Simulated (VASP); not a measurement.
# K in VASP: single point with PBEsol

Aim: the single point of K with PBEsol.

All numbers are computed with VASP 6.6.1; they aren't measurements. Logs are shortened: lines on timing, memory, paths and dates and some standing lists are left out, and cuts for length are marked.

**1. The cell of the first run**

The cell holds a sublattice, 1 atom: a = 8.805 Å, b = 8.805 Å, c = 8.805 Å, α = 60.00°, β = 60.00°, γ = 60.00°.

**2. Single point, PBEsol**

Input file INCAR:

```
SYSTEM = K
PREC = Accurate
ENCUT = 400
EDIFF = 1E-6
ISMEAR = 0
SIGMA = 0.1
LREAL = .False.
LASPH = .True.
NELM = 120
ALGO = Normal
ISIF = 2
LWAVE = .False.
LCHARG = .False.
GGA = PS
NBANDS = 10
GGA_COMPAT = .False.
```

Input file KPOINTS:

```
Automatic mesh
0
Gamma
  4 4 4
  0 0 0
```

Input file POSCAR:

```
K
1.0
    0.0000000000      6.2263460000      6.2263460000
    6.2263460000      0.0000000000      6.2263460000
    6.2263460000      6.2263460000      0.0000000000
K
1
Direct
    0.5000000000      0.5000000000      0.5000000000
```

Potentials or basis: VASP PAW PBE potentials, release 64 (K_sv).

Command:

```sh
> cat potpaw_PBE.64/K_sv/POTCAR > POTCAR
> mpirun -np 1 vasp_std > vasp.out
```

OUTCAR:

```text
SYSTEM = K
   PREC = Accurate
   ENCUT = 400
   EDIFF = 1E-6
   ISMEAR = 0
   LREAL = .False.
   LASPH = .True.
   NELM = 120
   ISIF = 2
   GGA = PS

 ion  position               nearest neighbor table
   1  0.500  0.500  0.500-

  LATTYP: Found a face centered cubic cell.
 ALAT       =    12.4526920000

  Lattice vectors:

 A1 = (   0.0000000000,   6.2263460000,   6.2263460000)
 A2 = (   6.2263460000,   0.0000000000,   6.2263460000)
 A3 = (   6.2263460000,   6.2263460000,   0.0000000000)

Analysis of symmetry for initial positions (statically):
=====================================================================
 Subroutine PRICEL returns:
 Original cell was already a primitive cell.

 Routine SETGRP: Setting up the symmetry group for a
 face centered cubic supercell.

 Subroutine GETGRP returns: Found 48 space group operations
 (whereof 48 operations were pure point group operations)
 out of a pool of 48 trial point group operations.

The static configuration has the point symmetry O_h .

Analysis of symmetry for dynamics (positions and initial velocities):
=====================================================================
 Subroutine PRICEL returns:
 Original cell was already a primitive cell.

 Routine SETGRP: Setting up the symmetry group for a
 face centered cubic supercell.

 Subroutine GETGRP returns: Found 48 space group operations
 (whereof 48 operations were pure point group operations)
 out of a pool of 48 trial point group operations.

The dynamic configuration has the point symmetry O_h .

 Subroutine INISYM returns: Found 48 space group operations
 (whereof 48 operations are pure point group operations),
 and found     1 'primitive' translations

----------------------------------------------------------------------------------------

                                     Primitive cell

  volume of cell :     482.7583

  direct lattice vectors                    reciprocal lattice vectors
     0.000000000  6.226346000  6.226346000    -0.080303921  0.080303921  0.080303921
     6.226346000  0.000000000  6.226346000     0.080303921 -0.080303921  0.080303921
     6.226346000  6.226346000  0.000000000     0.080303921  0.080303921 -0.080303921

  length of vectors
     8.805382957  8.805382957  8.805382957     0.139090472  0.139090472  0.139090472

  position of ions in fractional coordinates (direct lattice)
     0.500000000  0.500000000  0.500000000

  ion indices of the primitive-cell ions
   primitive index   ion index
                 1           1

----------------------------------------------------------------------------------------

 KPOINTS: Automatic mesh

Automatic generation of k-mesh.
 Grid dimensions read from file:
 generate k-points for:    4    4    4

 Generating k-lattice:

  Cartesian coordinates                     Fractional coordinates (reciprocal lattice)
    -0.020075980  0.020075980  0.020075980     0.250000000  0.000000000  0.000000000
     0.020075980 -0.020075980  0.020075980     0.000000000  0.250000000  0.000000000
     0.020075980  0.020075980 -0.020075980     0.000000000  0.000000000  0.250000000

  Length of vectors
     0.034772618  0.034772618  0.034772618

  Shift w.r.t. Gamma in fractional coordinates (k-lattice)
     0.000000000  0.000000000  0.000000000

 Subroutine IBZKPT returns following result:
 ===========================================

 Found      8 irreducible k-points:

 Following reciprocal coordinates:
            Coordinates               Weight
  0.000000  0.000000  0.000000      1.000000
  0.250000  0.000000  0.000000      8.000000
  0.500000  0.000000  0.000000      4.000000
  0.250000  0.250000  0.000000      6.000000
  0.500000  0.250000  0.000000     24.000000
 -0.250000  0.250000  0.000000     12.000000
  0.500000  0.500000  0.000000      3.000000
 -0.250000  0.500000  0.250000      6.000000
   k-points           NKPTS =      8   k-points in BZ     NKDIM =      8   number of bands    NBANDS=     10
   number of dos      NEDOS =    301   number of ions     NIONS =      1
   total plane-waves  NPLWV = 216000
   dimension x,y,z NGX =    60 NGY =   60 NGZ =   60
   dimension x,y,z NGXF=   120 NGYF=  120 NGZF=  120
   ions per type =               1
   NGX,Y,Z   is equivalent  to a cutoff of  11.33, 11.33, 11.33 a.u.
   NGXF,Y,Z  is equivalent  to a cutoff of  22.66, 22.66, 22.66 a.u.
 SYSTEM =  K
   PREC   = accura    normal or accurate (medium, high low for compatibility)
   ISTART =      0    job   : 0-new  1-cont  2-samecut
   ICHARG =      2    charge: 1-file 2-atom 10-const
   ISPIN  =      1    spin polarized calculation?
   LNONCOLLINEAR =      F non collinear calculations
   LSORBIT =      F    spin-orbit coupling
   LASPH  =      T    aspherical Exc in radial PAW
   ENCUT  =  400.0 eV  29.40 Ry    5.42 a.u.  14.36 14.36 14.36*2*pi/ulx,y,z
   NELM   =    120;   NELMIN=  2; NELMDL= -5     # of ELM steps
   EDIFF  = 0.1E-05   stopping-criterion for ELM
   LREAL  =      F    real-space projection
   EDIFFG = 0.1E-04   stopping-criterion for IOM
   NSW    =      0    number of steps for IOM
   IBRION =     -1    ionic relax: 0-MD 1-quasi-New 2-CG
   NFREE  =      0    steps in history (QN), initial steepest desc. (CG)
   ISIF   =      2    stress and relaxation
   ISYM   =      2    0-nonsym 1-usesym 2-fastsym
   POTIM  = 0.5000    time-step for ionic-motion
   TEBEG  =    0.0;   TEEND  =   0.0 temperature during run
   PSTRESS=    0.0 pullay stress
   NELECT =       9.0000    total number of electrons
   NUPDOWN=      -1.0000    fix difference up-down
   EMIN   =  10.00;   EMAX   =-10.00  energy-range for DOS
   EFERMI =   0.00;   METHOD = LEGACY
   ISMEAR =     0;   SIGMA  =   0.10  broadening in eV -4-tet -1-fermi 0-gaus
   EFERMI_NEDOS =   21; number of points for ismear=-14 and -15
   IALGO  =     38    algorithm
   IMIX   =      4    mixing-type and parameters
     AMIX     =   0.40;   BMIX     =  1.00
     AMIX_MAG =   1.60;   BMIX_MAG =  1.00
  volume/ion in A,a.u.               =     482.76      3257.81
  Fermi-wavevector in a.u.,A,eV,Ry     =   0.434089  0.820310  2.563794  0.188434
  Thomas-Fermi vector in A             =   1.404894
   LORBIT       =      0    0 simple, 1 ext, 2 COOP (PROOUT), +10 PAW based schemes
   GGA     = PS    functional components
   LHFCALC =     F    Hartree Fock is set to
   AEXX    =    0.0000 exact exchange contribution
   IVDW    =     0    specifies the selected vdW correction
   LEPSILON=     F    determine dielectric tensor
   LRPA    =     F    only Hartree local field effects (RPA)
 non-spin polarized calculation
 Gauss-broadening in eV      SIGMA  =   0.10
  energy-cutoff  :      400.00
  volume of cell :      482.76
 maximum number of plane-waves:      8836
 NGX is ok and might be reduce to    60
   NGX = 29   NGY = 29   NGZ = 29

 number of electron       9.0000002 magnetization

 Free energy of the ion-electron system (eV)
  ---------------------------------------------------
  ext. energy  EPLUGINS =         0.00000000
  ---------------------------------------------------
  free energy    TOTEN  =        -0.17349225 eV

  energy without entropy =       -0.14386753  energy(sigma->0) =       -0.15867989

 E-fermi :  -1.8531     XC(G=0):  -2.4693

 val. band max:       -1.8625183975   @ k =   0.5000   0.0000   0.0000
 cond. band min:      -1.8040153207   @ k =   0.5000   0.2500   0.0000
 fundamental gap:      0.0585030768
 Fermi energy:        -1.8530571158

 k-point     1 :       0.0000    0.0000    0.0000
  band No.  band energies     occupation
      1     -34.9992      2.00000
      2     -18.5227      2.00000
      3     -18.5227      2.00000
      4     -18.5227      2.00000
      5      -2.2570      2.00000
      6       0.4334      0.00000
      7       0.4334      0.00000
      8       0.4334      0.00000
      9       0.6658      0.00000
     10       0.6658      0.00000

 k-point     2 :       0.2500    0.0000    0.0000
  band No.  band energies     occupation
      1     -34.9992      2.00000
      2     -18.5227      2.00000
      3     -18.5227      2.00000
      4     -18.5227      2.00000
      5      -2.1086      1.99970
      6      -0.4808      0.00000
      7       0.2841      0.00000
      8       0.2841      0.00000
      9       0.4671      0.00000
     10       0.7593      0.00000

 k-point     3 :       0.5000    0.0000    0.0000
  band No.  band energies     occupation
      1     -34.9992      2.00000
      2     -18.5228      2.00000
      3     -18.5227      2.00000
      4     -18.5227      2.00000
      5      -1.8625      1.10644
      6      -1.0490      0.00000
      7       0.2320      0.00000
      8       0.2320      0.00000
      9       0.3533      0.00000
     10       0.6044      0.00000

 k-point     4 :       0.2500    0.2500    0.0000
  band No.  band energies     occupation
      1     -34.9992      2.00000
      2     -18.5227      2.00000
      3     -18.5227      2.00000
      4     -18.5227      2.00000
      5      -2.0578      1.99622
      6      -0.3420      0.00000
      7       0.0080      0.00000
      8       0.0080      0.00000
      9       0.2786      0.00000
     10       0.4326      0.00000

 k-point     5 :       0.5000    0.2500    0.0000
  band No.  band energies     occupation
      1     -34.9992      2.00000
      2     -18.5227      2.00000
      3     -18.5227      2.00000
      4     -18.5227      2.00000
      5      -1.8040      0.48796
      6      -0.8542      0.00000
      7      -0.4320      0.00000
      8      -0.0427      0.00000
      9       0.2245      0.00000
     10       0.8359      0.00000

 k-point     6 :      -0.2500    0.2500    0.0000
  band No.  band energies     occupation
      1     -34.9992      2.00000
      2     -18.5227      2.00000
      3     -18.5227      2.00000
      4     -18.5227      2.00000
      5      -1.8974      1.46931
      6      -0.7136      0.00000
      7      -0.4934      0.00000
      8       0.1651      0.00000
      9       0.4425      0.00000
     10       0.9504      0.00000

 k-point     7 :       0.5000    0.5000    0.0000
  band No.  band energies     occupation
      1     -34.9992      2.00000
      2     -18.5227      2.00000
      3     -18.5227      2.00000
      4     -18.5227      2.00000
      5      -1.7093      0.04212
      6      -0.9221      0.00000
      7      -0.1818      0.00000
      8      -0.1818      0.00000
      9       0.0186      0.00000
     10       0.0710      0.00000

 k-point     8 :      -0.2500    0.5000    0.2500
  band No.  band energies     occupation
      1     -34.9992      2.00000
      2     -18.5227      2.00000
      3     -18.5227      2.00000
      4     -18.5227      2.00000
      5      -1.6907      0.02169
      6      -0.7059      0.00000
      7      -0.7059      0.00000
      8      -0.5121      0.00000
      9       0.7999      0.00000
     10       0.8916      0.00000

------------------------ aborting loop because EDIFF is reached ----------------------------------------

  FORCE on cell =-STRESS in cart. coord.  units (eV):
  Direction    XX          YY          ZZ          XY          YZ          ZX
  --------------------------------------------------------------------------------------
  -------------------------------------------------------------------------------------
  Total       -0.2983619     -0.2983619     -0.2983619      0.0000000      0.0000000     -0.0000000
  in kB       -0.9902029     -0.9902029     -0.9902029      0.0000000      0.0000000     -0.0000000
  external PRESSURE =      -0.9902029 kB  Pullay stress =       0.0000000 kB

 VOLUME and BASIS-vectors are now :
 -----------------------------------------------------------------------------
  energy-cutoff  :      400.00
  volume of cell :      482.76
      direct lattice vectors                 reciprocal lattice vectors
     0.000000000  6.226346000  6.226346000    -0.080303921  0.080303921  0.080303921
     6.226346000  0.000000000  6.226346000     0.080303921 -0.080303921  0.080303921
     6.226346000  6.226346000  0.000000000     0.080303921  0.080303921 -0.080303921

 POSITION                                       TOTAL-FORCE (eV/Angst)
 -----------------------------------------------------------------------------------
      6.22635      6.22635      6.22635         0.000000     -0.000000      0.000000
 -----------------------------------------------------------------------------------
    total drift:                                0.000000     -0.000000      0.000000

  FREE ENERGIE OF THE ION-ELECTRON SYSTEM (eV)
  ---------------------------------------------------
  free  energy   TOTEN  =        -0.1734922545 eV

  energy  without entropy=       -0.1438675258  energy(sigma->0) =       -0.15867989
```

Wall time 31 s (1 thread of Intel Xeon Platinum 8559C (Emerald Rapids), shared host); peak memory 0.45 GiB.

What came out:

* Free energy: -0.1735 eV
* Pressure: -0.1 GPa
* Band gap on the k mesh: zero (an odd number of electrons rules out a gap without spin polarisation)

Caveat: the PAW data sets were made with another functional, which shifts forces and pressure a little.
